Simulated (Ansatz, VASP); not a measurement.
## Two plane-wave programs on WC

```
CELL_PARAMETERS angstrom
2.90050 0.00000 0.00000
-1.45025 2.51191 0.00000
0.00000 0.00000 2.82900
ATOMIC_POSITIONS crystal
W 0.00000 0.00000 0.06628
C 0.66667 0.33333 0.50000
```

Change from the starting cell: all W atoms moved +0.188 Å, as atom 1 along Cartesian [0 0 1].

Alike in both runs: task single point; functional PBEsol; k mesh 6 × 6 × 6; occupations gaussian, width 0.15 eV; no spin polarisation.

|  | VASP | Ansatz |
| --- | --- | --- |
| version | VASP 6.6.1 | Ansatz 0.2.0 |
| potentials or method | VASP PAW PBE potentials, release 64 (W_sv, C), cutoff 520 eV | scalar-relativistic, plane waves, PAW |
| valence electrons in the cell | 18 | 18 |

Ansatz gave:

```
gap on the k mesh at the Fermi level (eV)                     : none
pressure (GPa)                                                : 7.1
traceless stress, the component that is largest in VASP (GPa) : 1.19
rms of the force components (eV/Å)                            : 1.638
```

Problem. Estimate VASP's values.

Solution. gap on the k mesh at the Fermi level (eV): none; pressure (GPa): 8.5; traceless stress, the component that is largest in VASP (GPa): 1.36; rms of the force components (eV/Å): 1.656.

VASP's potentials were made for PBE, not for PBEsol. Atom by atom the forces differ by 0.018 eV/Å (rms over components). A gap of «none» marks a metal or a gap that the smearing closes.

The k mesh is coarse, so the values compare programs but aren't converged. Spin-orbit coupling is off throughout.
